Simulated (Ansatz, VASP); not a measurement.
## Two plane-wave programs on AlPt

POSCAR

```
AlPt
1.0
    3.0915460000      0.0000000000      0.0000000000
    0.0000000000      3.0915460000      0.0000000000
    0.0000000000      0.0000000000      3.0915460000
Al Pt
1 1
Direct
    0.0000000000      0.0000000000      0.0000000000
    0.5000000000      0.5000000000      0.5000000000
```

INCAR.step1

```
SYSTEM = AlPt
PREC     = Accurate       ! precision mode
ENCUT    = 520            ! plane-wave cutoff, eV
ISMEAR   = -1             ! smearing method
SIGMA    = 0.05           ! smearing width, eV
LREAL    = .FALSE.        ! projectors in reciprocal space
LASPH    = .TRUE.         ! aspherical terms in the spheres
NELM     = 80             ! most SCF steps
NBANDS   = 14             ! bands
GGA      = PE             ! functional
ALGO     = Normal         ! electronic algorithm
EDIFF    = 1E-4           ! SCF threshold, eV
LWAVE    = .TRUE.         ! write WAVECAR
LCHARG   = .FALSE.        ! write CHGCAR
```

The input INCAR.step2:

```
SYSTEM = AlPt
PREC     = Accurate       ! precision mode
ENCUT    = 520            ! plane-wave cutoff, eV
EDIFF    = 1E-6           ! SCF threshold, eV
ISMEAR   = -1             ! smearing method
SIGMA    = 0.05           ! smearing width, eV
LREAL    = .FALSE.        ! projectors in reciprocal space
LASPH    = .TRUE.         ! aspherical terms in the spheres
NELM     = 80             ! most SCF steps
ALGO     = Normal         ! electronic algorithm
ISIF     = 2              ! what is computed and relaxed
LWAVE    = .FALSE.        ! write WAVECAR
LCHARG   = .FALSE.        ! write CHGCAR
METAGGA  = R2SCAN         ! meta-GGA
LMIXTAU  = .TRUE.       
NBANDS   = 14             ! bands
ISTART   = 1
```

Contents of KPOINTS:

```
Automatic mesh
0
G
  11 11 11
  0 0 0
```

Input for Ansatz:

```yaml
crystal:
  lattice:
    - [3.091546, 0.0, 0.0]
    - [0.0, 3.091546, 0.0]
    - [0.0, 0.0, 3.091546]
  atoms:
    - { symbol: Al, position: [0.0, 0.0, 0.0] }
    - { symbol: Pt, position: [0.5, 0.5, 0.5] }
kpoints:
  mp_grid: { grid: [11, 11, 11] }
scf:
  occupations: { method: fermi_dirac, width: 0.05 }
  lower_state_search: "off"
hamiltonian:
  xc: r2scan
  pseudopotentials: { kind: paw }
output:
  forces: true
  stress: true
  eigenvalues: true
  populations: true
  dos: { projected: true, de: 0.1, e_range: [-8, 5] }
  write_density: true
  write_potential: true
  elf: true
  volumetric_format: npy
```

Alike in both runs: task single point; functional r2SCAN; k mesh 11 × 11 × 11; occupations fermi-dirac, width 0.05 eV; no spin polarisation.

|  | VASP | Ansatz |
| --- | --- | --- |
| version | VASP 6.6.1 | Ansatz 0.2.0 |
| potentials or method | VASP PAW PBE potentials, release 64 (Al, Pt) | PAW with Ansatz's default frozen-core files, scalar-relativistic |
| plane-wave cutoff (eV) | 520 | 500 |
| valence electrons in the cell | 13 | 21 |

```tsv
	VASP	Ansatz	Ansatz less VASP
pressure (GPa)	-4.9	-4.7	+0.19
```

VASP's potentials were made for PBE, not for r2SCAN. With one functional, cell and mesh, what is left measures potentials, basis and numerics. VASP's potentials hold 13 valence electrons a cell and Ansatz's 21, so a difference there can come from the potentials and not from the codes.

Neither program's run includes spin-orbit coupling.
